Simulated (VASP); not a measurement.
# Y: single point with PBE

Crystal: Y.

```xyz
2
Lattice="-2.6415 2.6415 1.5379 2.6415 -2.6415 1.5379 2.6415 2.6415 -1.5379" Properties=species:S:1:pos:R:3 pbc="T T T"
Y     0.0000   -1.3207   -0.3845
Y     0.0000    1.3207    0.3845
```

| Item | Value |
| --- | --- |
| Program | VASP 6.6.1 |
| Task | single point |
| Functional | PBE |
| Potentials or basis | VASP PAW PBE potentials, release 64 (Y_sv) |
| Cutoff | 520 eV |
| k mesh | 14 × 14 × 14 |
| Occupations | fermi-dirac, width 0.08 eV |
| Spin | no spin polarisation |
| Dipole correction | no |
| Further INCAR settings | ALGO = Normal; EDIFF = 1e-07; NBANDS = 18 |

```yaml
Pressure: 28.0 GPa
Band_gap_on_the_k_mesh: zero (bands 11 and 12 overlap by 2.30 eV)
```

Stress tensor (GPa, compression positive):
```
28.06  0.00  0.00
 0.00 28.06  0.00
 0.00  0.00 27.75
```

Levels at points of the mesh, in eV from the Fermi level:
| k point | band 7 | band 8 | band 9 | band 10 | band 11 | band 12 | band 13 | band 14 | band 15 | band 16 |
| --- | --- | --- | --- | --- | --- | --- | --- | --- | --- | --- |
| (0.00, 0.00, 0.00) | -21.16 | -21.16 | -4.74 | -3.38 | -0.50 | -0.08 | 1.13 | 3.74 | 3.74 | 4.01 |
| (0.50, 0.00, 0.00) | -21.74 | -21.10 | -2.32 | -2.16 | -0.54 | 0.72 | 2.32 | 2.65 | 3.12 | 4.37 |
| (0.50, 0.50, 0.00) | -21.25 | -21.25 | -2.05 | -2.05 | 0.07 | 0.07 | 1.98 | 1.98 | 3.56 | 3.56 |
| (0.50, 0.50, 0.50) | -20.86 | -20.86 | -1.69 | -1.69 | 1.22 | 1.22 | 1.84 | 1.84 | 4.17 | 4.17 |

Run time: 4.7 min on 1 thread of Oxide Virtual Turin-like Processor (shared host), peak memory 0.28 GiB.

Caveat: the cell stands under pressure.
